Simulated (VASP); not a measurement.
# TaN (C2) in VASP: single point with PBE

Aim: the single point of TaN with PBE.

Program: VASP 6.6.1. These are calculated values, not measurements. Logs are shortened: lines on timing, memory, paths and dates and some standing lists are left out, and cuts for length are marked.

### 1 The cell of the first run

Symmetry: C2, No. 5, monoclinic system. The conventional cell has a = 2.990 Å, b = 5.220 Å, c = 2.860 Å, α = 90.00°, β = 92.16°, γ = 90.00°. Ta (site symmetry 2) has 6 N at 2.11 to 2.50 Å and 8 Ta at 2.86 to 3.01 Å within 3.1 Å. N (site symmetry 2) has 6 Ta at 2.11 to 2.50 Å and 8 N at 2.86 to 3.01 Å within 3.1 Å.

### 2 Single point, PBE (strained and its atoms moved)

File INCAR:

```
PREC = Accurate
ENCUT = 520
EDIFF = 1E-6
ISMEAR = 0
SIGMA = 0.1
LREAL = F
LASPH = T
NELM = 60
ALGO = Normal
ISIF = 2
LWAVE = F
LCHARG = F
GGA = PE
NBANDS = 15
```

File KPOINTS:

```
regular mesh
0
Gamma
  14 14 12
```

File POSCAR:

```
TaN
1.0
    2.9898545383      0.0000000000      0.0557338383
   -1.4949272691      2.6097976999     -0.0278669192
    0.0546905100      0.0000000000      2.8590134400
Ta N
1 1
Direct
    0.3628100433      0.7256200867      0.5000000000
   -0.0294767100     -0.0589534200      0.0000000000
```

Potentials or basis: VASP PAW PBE potentials, release 64 (Ta_pv, N).

Launch:

```sh
$ cat potpaw_PBE.64/Ta_pv/POTCAR potpaw_PBE.64/N/POTCAR > POTCAR
$ mpirun -np 1 vasp_std > vasp.out
```

OUTCAR:

```text
PREC = Accurate
   ENCUT = 520
   EDIFF = 1E-6
   ISMEAR = 0
   LREAL = F
   LASPH = T
   NELM = 60
   ISIF = 2
   GGA = PE

 ion  position               nearest neighbor table
   1  0.363  0.726  0.500-   2 2.11   2 2.11   2 2.18   2 2.18   2 2.50   2 2.50
   2  0.971  0.941  0.000-   1 2.11   1 2.11   1 2.18   1 2.18   1 2.50   1 2.50

  LATTYP: Found a base centered monoclinic cell.
 ALAT       =     2.9903739600
 B/A-ratio  =     1.7454657744
 C/A-ratio  =     0.9562471189
 COS(beta)  =    -0.0377566731

  Lattice vectors:

 A1 = (  -1.4949272691,   2.6097976999,  -0.0278669192)
 A2 = (  -1.4949272692,  -2.6097976999,  -0.0278669191)
 A3 = (   0.0546905100,   0.0000000000,   2.8590134400)

Analysis of symmetry for initial positions (statically):
=====================================================================
 Subroutine PRICEL returns:
 Original cell was already a primitive cell.

 Routine SETGRP: Setting up the symmetry group for a
 base centered monoclinic supercell.

 Subroutine GETGRP returns: Found  2 space group operations
 (whereof  2 operations were pure point group operations)
 out of a pool of  4 trial point group operations.

The static configuration has the point symmetry C_2 .

Analysis of symmetry for dynamics (positions and initial velocities):
=====================================================================
 Subroutine PRICEL returns:
 Original cell was already a primitive cell.

 Routine SETGRP: Setting up the symmetry group for a
 base centered monoclinic supercell.

 Subroutine GETGRP returns: Found  2 space group operations
 (whereof  2 operations were pure point group operations)
 out of a pool of  4 trial point group operations.

The dynamic configuration has the point symmetry C_2 .

 Subroutine INISYM returns: Found  2 space group operations
 (whereof  2 operations are pure point group operations),
 and found     1 'primitive' translations

----------------------------------------------------------------------------------------

                                     Primitive cell

  volume of cell :      22.3007

  direct lattice vectors                    reciprocal lattice vectors
     2.989854538  0.000000000  0.055733838     0.334583740  0.191585731 -0.006400304
    -1.494927269  2.609797700 -0.027866919     0.000000000  0.383171462  0.000000000
     0.054690510  0.000000000  2.859013440    -0.006522402  0.000000000  0.349895772

  length of vectors
     2.990373960  3.007761317  2.859536484     0.385606451  0.383171462  0.349956558

  position of ions in fractional coordinates (direct lattice)
     0.362810043  0.725620087  0.500000000
     0.970523290  0.941046580  0.000000000

  ion indices of the primitive-cell ions
   primitive index   ion index
                 1           1
                 2           2

----------------------------------------------------------------------------------------

 KPOINTS: regular mesh

Automatic generation of k-mesh.
 Grid dimensions read from file:
 generate k-points for:   14   14   12

 Generating k-lattice:

  Cartesian coordinates                     Fractional coordinates (reciprocal lattice)
     0.023898839  0.013684695 -0.000457165     0.071428571  0.000000000 -0.000000000
     0.000000000  0.027369390  0.000000000     0.000000000  0.071428571  0.000000000
    -0.000543534  0.000000000  0.029157981     0.000000000  0.000000000  0.083333333

  Length of vectors
     0.027543318  0.027369390  0.029163047

  Shift w.r.t. Gamma in fractional coordinates (k-lattice)
     0.000000000  0.000000000  0.000000000

 Subroutine IBZKPT returns following result:
 ===========================================

 Found    639 irreducible k-points:

 Following reciprocal coordinates:
            Coordinates               Weight
  0.000000  0.000000  0.000000      1.000000
  0.071429 -0.000000  0.000000      4.000000
  0.142857  0.000000  0.000000      4.000000
  0.214286 -0.000000  0.000000      4.000000
  0.285714  0.000000  0.000000      4.000000
  0.357143 -0.000000  0.000000      4.000000
[... 16 lines left out ...]
  0.071429  0.142857  0.000000      4.000000
  0.142857  0.142857  0.000000      4.000000
 [... further k-points ...]
   k-points           NKPTS =    639   k-points in BZ     NKDIM =    639   number of bands    NBANDS=     15
   number of dos      NEDOS =    301   number of ions     NIONS =      2
   total plane-waves  NPLWV =  13824
   dimension x,y,z NGX =    24 NGY =   24 NGZ =   24
   dimension x,y,z NGXF=    48 NGYF=   48 NGZF=   48
   ions per type =               1   1
   NGX,Y,Z   is equivalent  to a cutoff of  13.34, 13.27, 13.95 a.u.
   NGXF,Y,Z  is equivalent  to a cutoff of  26.68, 26.53, 27.91 a.u.
 SYSTEM =  unknown system
   PREC   = accura    normal or accurate (medium, high low for compatibility)
   ISTART =      0    job   : 0-new  1-cont  2-samecut
   ICHARG =      2    charge: 1-file 2-atom 10-const
   ISPIN  =      1    spin polarized calculation?
   LNONCOLLINEAR =      F non collinear calculations
   LSORBIT =      F    spin-orbit coupling
   LASPH  =      T    aspherical Exc in radial PAW
   ENCUT  =  520.0 eV  38.22 Ry    6.18 a.u.   5.56  5.59  5.32*2*pi/ulx,y,z
   NELM   =     60;   NELMIN=  2; NELMDL= -5     # of ELM steps
   EDIFF  = 0.1E-05   stopping-criterion for ELM
   LREAL  =      F    real-space projection
   EDIFFG = 0.1E-04   stopping-criterion for IOM
   NSW    =      0    number of steps for IOM
   IBRION =     -1    ionic relax: 0-MD 1-quasi-New 2-CG
   NFREE  =      0    steps in history (QN), initial steepest desc. (CG)
   ISIF   =      2    stress and relaxation
   ISYM   =      2    0-nonsym 1-usesym 2-fastsym
   POTIM  = 0.5000    time-step for ionic-motion
   TEBEG  =    0.0;   TEEND  =   0.0 temperature during run
   PSTRESS=    0.0 pullay stress
   NELECT =      16.0000    total number of electrons
   NUPDOWN=      -1.0000    fix difference up-down
   EMIN   =  10.00;   EMAX   =-10.00  energy-range for DOS
   EFERMI =   0.00;   METHOD = LEGACY
   ISMEAR =     0;   SIGMA  =   0.10  broadening in eV -4-tet -1-fermi 0-gaus
   EFERMI_NEDOS =   21; number of points for ismear=-14 and -15
   IALGO  =     38    algorithm
   IMIX   =      4    mixing-type and parameters
     AMIX     =   0.40;   BMIX     =  1.00
     AMIX_MAG =   1.60;   BMIX_MAG =  1.00
  volume/ion in A,a.u.               =      11.15        75.25
  Fermi-wavevector in a.u.,A,eV,Ry     =   1.465577  2.769540 29.224186  2.147917
  Thomas-Fermi vector in A             =   2.581418
   LORBIT       =      0    0 simple, 1 ext, 2 COOP (PROOUT), +10 PAW based schemes
   GGA     = PE    functional components
   LHFCALC =     F    Hartree Fock is set to
   AEXX    =    0.0000 exact exchange contribution
   IVDW    =     0    specifies the selected vdW correction
   LEPSILON=     F    determine dielectric tensor
   LRPA    =     F    only Hartree local field effects (RPA)
 non-spin polarized calculation
 Gauss-broadening in eV      SIGMA  =   0.10
  energy-cutoff  :      520.00
  volume of cell :       22.30
 maximum number of plane-waves:       616
 NGX is ok and might be reduce to    24
   NGX = 11   NGY = 11   NGZ = 11

 number of electron      15.9999999 magnetization

 Free energy of the ion-electron system (eV)
  ---------------------------------------------------
  ext. energy  EPLUGINS =         0.00000000
  ---------------------------------------------------
  free energy    TOTEN  =       -21.90017256 eV

  energy without entropy =      -21.89916240  energy(sigma->0) =      -21.89966748

 E-fermi :   8.1647     XC(G=0): -13.1306

 val. band max:        8.1422705153   @ k =  -0.1429   0.0714   0.4167
 cond. band min:       8.1695771406   @ k =   0.0000   0.0714   0.2500
 fundamental gap:      0.0273066253
 Fermi energy:         8.1646780312

 k-point     1 :       0.0000    0.0000    0.0000
  band No.  band energies     occupation
      1     -26.9495      2.00000
      2     -26.8045      2.00000
      3     -26.7902      2.00000
      4      -9.6986      2.00000
      5       2.9420      2.00000
      6       3.7879      2.00000
      7       4.1910      2.00000
      8       5.1050      2.00000
      9       8.6765      0.00000
     10       9.9768      0.00000
     11      11.2994      0.00000
     12      12.1547      0.00000
     13      13.5610      0.00000
     14      21.0094      0.00000
     15      21.2815      0.00000

 k-point     2 :       0.0714   -0.0000    0.0000
  band No.  band energies     occupation
      1     -26.9439      2.00000
      2     -26.8411      2.00000
      3     -26.8103      2.00000
      4      -9.5892      2.00000
      5       2.8539      2.00000
      6       3.5723      2.00000
      7       4.3211      2.00000
      8       4.9257      2.00000
      9       8.9710      0.00000
     10       9.8970      0.00000
     11      11.4530      0.00000
     12      12.1714      0.00000
     13      13.6471      0.00000
     14      21.0242      0.00000
     15      21.2772      0.00000

 k-point     3 :       0.1429    0.0000    0.0000
  band No.  band energies     occupation
      1     -26.9726      2.00000
      2     -26.9250      2.00000
      3     -26.8390      2.00000
      4      -9.2777      2.00000
      5       2.2948      2.00000
      6       3.4770      2.00000
      7       4.3409      2.00000
      8       4.7804      2.00000
      9       9.2419      0.00000
     10      10.1251      0.00000
     11      11.5701      0.00000
     12      12.4711      0.00000
     13      13.8841      0.00000
     14      21.0102      0.00000
     15      21.2580      0.00000
[... 343 lines left out ...]
 k-point    23 :       0.0714    0.1429    0.0000
  band No.  band energies     occupation
      1     -27.0583      2.00000
      2     -26.9187      2.00000
      3     -26.8586      2.00000
      4      -9.1748      2.00000
      5       1.8918      2.00000
      6       3.8328      2.00000
      7       4.5391      2.00000
      8       4.7663      2.00000
      9       9.9300      0.00000
     10      10.5221      0.00000
     11      11.0554      0.00000
     12      12.1437      0.00000
     13      13.4189      0.00000
     14      19.7636      0.00000
     15      21.2276      0.00000

 k-point    24 :       0.1429    0.1429    0.0000
  band No.  band energies     occupation
      1     -27.1909      2.00000
      2     -26.9243      2.00000
      3     -26.8943      2.00000
      4      -8.7831      2.00000
      5       1.3060      2.00000
      6       3.6243      2.00000
      7       4.1211      2.00000
      8       5.3671      2.00000
      9       9.6231      0.00000
     10      10.7168      0.00000
     11      11.3769      0.00000
     12      12.7079      0.00000
     13      13.8603      0.00000
     14      19.9695      0.00000
     15      21.2281      0.00000

 [... further k-points ...]
[... 5 lines left out ...]
  --------------------------------------------------------------------------------------
  -------------------------------------------------------------------------------------
  Total        0.1411374     -0.8653270      3.0671036     -0.0000000      0.0000000     -1.6799729
  in kB       10.1399158    -62.1688192    220.3539389     -0.0000000      0.0000000   -120.6964938
  external PRESSURE =      56.1083452 kB  Pullay stress =       0.0000000 kB

 VOLUME and BASIS-vectors are now :
 -----------------------------------------------------------------------------
  energy-cutoff  :      520.00
  volume of cell :       22.30
      direct lattice vectors                 reciprocal lattice vectors
     2.989854538  0.000000000  0.055733838     0.334583740  0.191585731 -0.006400304
    -1.494927269  2.609797700 -0.027866919     0.000000000  0.383171462  0.000000000
     0.054690510  0.000000000  2.859013440    -0.006522402  0.000000000  0.349895772

 POSITION                                       TOTAL-FORCE (eV/Angst)
 -----------------------------------------------------------------------------------
      0.02735      1.89372      1.42951        -0.000000     -2.815977      0.000000
      1.49493      2.45594      0.02787         0.000000      2.815977     -0.000000
 -----------------------------------------------------------------------------------
    total drift:                               -0.000000      0.000212      0.000000

  FREE ENERGIE OF THE ION-ELECTRON SYSTEM (eV)
  ---------------------------------------------------
  free  energy   TOTEN  =       -21.9001725586 eV

  energy  without entropy=      -21.8991623972  energy(sigma->0) =      -21.89966748
```

Wall time 3.5 min (1 thread of Intel Xeon 8259CL, shared host); peak memory 0.32 GiB.

What came out:

| Property | Result |
| --- | --- |
| Free energy | -21.9002 eV |
| Pressure | 5.6 GPa |
| Largest force | 2.816 eV/Å |
| Band gap on the k mesh | zero (bands 8 and 9 overlap by 1.07 eV) |

Forces on the atoms (eV/Å):
```
Ta   0.000 -2.816  0.000
N    0.000  2.816  0.000
```

Stress tensor (GPa, compression positive):
```
  1.01   0.00 -12.07
  0.00  -6.22   0.00
-12.07   0.00  22.04
```

Caveat: the cell differs from its parent crystal (strained and its atoms moved); the cell stands under pressure; spin-orbit coupling is left out, which moves the levels of the heavy elements; forces of over 1 eV/Å act on the atoms, so gaps and moduli don't describe the material at rest.
